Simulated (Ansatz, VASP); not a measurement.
**GaN in VASP and in Ansatz**

Contents of POSCAR:

```
GaN
1.0
    3.1799996605      0.0000000000      0.0000000000
   -1.5899998303      2.8503491071      0.0000000000
    0.0000000000      0.0000000000      5.1660000000
Ga N
2 2
Direct
    0.3333333333      0.6666666667      0.0000000000
    0.6666666667      0.3333333333      0.5000000000
    0.3333333333      0.6666666667      0.3750000000
    0.6666666667      0.3333333333      0.8750000000
```

Contents of INCAR.step1:

```
ALGO     = Normal         # electronic algorithm
EDIFF    = 1E-4           # SCF threshold, eV
ENCUT    = 520            # plane-wave cutoff, eV
GGA      = PE             # functional
ISMEAR   = 0              # smearing method
LASPH    = T              # aspherical terms in the spheres
LCHARG   = F              # write CHGCAR
LREAL    = F              # projectors in reciprocal space
LWAVE    = T              # write WAVECAR
NBANDS   = 26             # bands
NELM     = 100            # most SCF steps
PREC     = Accurate       # precision mode
SIGMA    = 0.05           # smearing width, eV
```

Contents of INCAR.step2:

```
ALGO     = Normal         # electronic algorithm
EDIFF    = 1E-6           # SCF threshold, eV
ENCUT    = 520            # plane-wave cutoff, eV
ISIF     = 2              # what is computed and relaxed
ISMEAR   = 0              # smearing method
ISTART   = 1            
LASPH    = T              # aspherical terms in the spheres
LCHARG   = T              # write CHGCAR
LELF     = T              # ELF
LMIXTAU  = T            
LREAL    = F              # projectors in reciprocal space
LVHAR    = T            
LWAVE    = F              # write WAVECAR
METAGGA  = R2SCAN         # meta-GGA
NBANDS   = 26             # bands
NELM     = 100            # most SCF steps
PREC     = Accurate       # precision mode
SIGMA    = 0.05           # smearing width, eV
```

File KPOINTS:

```
k-points
0
Gamma
  12 12 6
```

Input for Ansatz:

```yaml
crystal:
  lattice:
    - [3.1799996605, 0.0, 0.0]
    - [-1.5899998303, 2.8503491071, 0.0]
    - [0.0, 0.0, 5.166]
  atoms:
    - { symbol: Ga, position: [0.3333333333, 0.6666666667, 0.0] }
    - { symbol: Ga, position: [0.6666666667, 0.3333333333, 0.5] }
    - { symbol: "N", position: [0.3333333333, 0.6666666667, 0.375] }
    - { symbol: "N", position: [0.6666666667, 0.3333333333, 0.875] }
basis:
  ecutwfc: 500
kpoints:
  mp_grid: { grid: [12, 12, 6] }
hamiltonian:
  xc: r2scan
scf:
  occupations: { method: gaussian, width: 0.05 }
output:
  forces: true
  stress: true
  eigenvalues: true
```

Change from the starting cell: strain +0.0350 x Voigt [0, 1, 0, 0, 0, 0], atoms carried along.

Alike in both runs: task single point; functional r2SCAN; k mesh 12 × 12 × 6; occupations gaussian, width 0.05 eV; no spin polarisation.

|  | VASP | Ansatz |
| --- | --- | --- |
| version | VASP 6.6.1 | Ansatz 0.2.0 |
| potentials or method | VASP PAW PBE potentials, release 64 (Ga_d, N), cutoff 520 eV | scalar-relativistic, plane waves, PAW |
| valence electrons in the cell | 36 | 36 |

Ansatz gave:

```
gap on the k mesh at the Fermi level (eV)                     : 2.09
least direct gap on the mesh (eV)                             : 2.09
pressure (GPa)                                                : -5.1
traceless stress, the component that is largest in VASP (GPa) : -7.59
rms of the force components (eV/Å)                            : 0.207
```

Problem. What did VASP give for the same quantities?

Solution. gap on the k mesh at the Fermi level (eV): 2.08; least direct gap on the mesh (eV): 2.08; pressure (GPa): -4.1; traceless stress, the component that is largest in VASP (GPa): -7.71; rms of the force components (eV/Å): 0.214.

VASP's potentials were made for PBE, not for r2SCAN. Atom by atom the forces differ by 0.008 eV/Å (rms over components). The functional is the same, so the differences come from potentials, cutoffs and numerics.
